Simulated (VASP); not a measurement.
Crystal: Tl.

```
Tl
1.0
     3.28215   -2.16925    0.00000
     3.28215    2.16925    0.00000
     0.00000    0.00000    8.84891
Tl
4
Cartesian
  3.2822 -1.5185 1.0353
  3.2822 -0.6508 5.4598
  3.2822 1.5185 7.8136
  3.2822 0.6508 3.3891
```

| Quantity | Value |
| --- | --- |
| Program | VASP 6.6.1 |
| Task | relaxation of cell and atoms |
| Functional | PBEsol |
| Potentials or basis | VASP PAW PBE potentials, release 64 (Tl_d) |
| Cutoff | 600 eV |
| k mesh | 6 × 6 × 2 |
| Occupations | gaussian, width 0.1 eV |
| Spin | no spin polarisation |

At the start: pressure 7.2 GPa; volume 31.50 Å³/atom.

Task: Where does the relaxation end?

Result: Over 25 steps the energy falls by 648.7 meV/atom and the volume is 28.29 Å³/atom (-10.2 %); space group Cmce (No. 64, to 0.05 Å).

Step by step:
| step | energy change (eV) | largest force (eV/Å) | pressure (GPa) | volume (Å³) |
| --- | --- | --- | --- | --- |
| 1 | 0.0000 | 4.7110 | 7.16 | 126.01 |
| 2 | -1.6997 | 0.1723 | -4.18 | 151.37 |
| 3 | -1.8752 | 0.2533 | -2.98 | 141.27 |
| 4 | -1.8764 | 0.2024 | -3.15 | 141.99 |
| 5 | -2.1459 | 0.1621 | -2.09 | 130.28 |
| 6 | -2.2981 | 0.2664 | -0.05 | 118.91 |
| 7 | -2.3092 | 0.3443 | 1.00 | 114.99 |
| 8 | -2.3971 | 0.2932 | 0.86 | 113.58 |
| 9 | -2.4062 | 0.2375 | 1.04 | 112.27 |
| 10 | -2.4117 | 0.2569 | 0.89 | 112.79 |
| 11 | -2.4338 | 0.1525 | -0.28 | 116.15 |
| 12 | -2.4345 | 0.1369 | -0.53 | 116.90 |
| 13 | -2.4475 | 0.1332 | -0.33 | 116.07 |
| 14 | -2.4595 | 0.2084 | 0.22 | 114.39 |
| 15 | -2.4735 | 0.1904 | 0.13 | 114.50 |
| 16 | -2.5126 | 0.1495 | -0.16 | 114.74 |
| 17 | -2.5694 | 0.0696 | -0.45 | 114.90 |
| 18 | -2.5510 | 0.2242 | 0.24 | 113.94 |
| 19 | -2.5740 | 0.0460 | -0.40 | 114.77 |
| 20 | -2.5767 | 0.0416 | -0.47 | 114.84 |
| 21 | -2.5771 | 0.0426 | -0.51 | 114.88 |
| 22 | -2.5854 | 0.0423 | 0.02 | 113.27 |
| 23 | -2.5854 | 0.0424 | 0.00 | 113.33 |
| 24 | -2.5907 | 0.0354 | -0.03 | 113.28 |
| 25 | -2.5949 | 0.0310 | -0.01 | 113.18 |

Final structure:
```
Tl
1.0
     2.59496   -2.38006    0.00000
     2.59496    2.38006    0.00000
     0.00000    0.00000    9.16232
Tl
4
Direct
  0.75903 0.24097 0.12513
  0.74097 0.25903 0.62513
  0.24097 0.75903 0.87487
  0.25903 0.74097 0.37487
```

Caveat: the PAW data sets were made with another functional, which shifts forces and pressure a little.
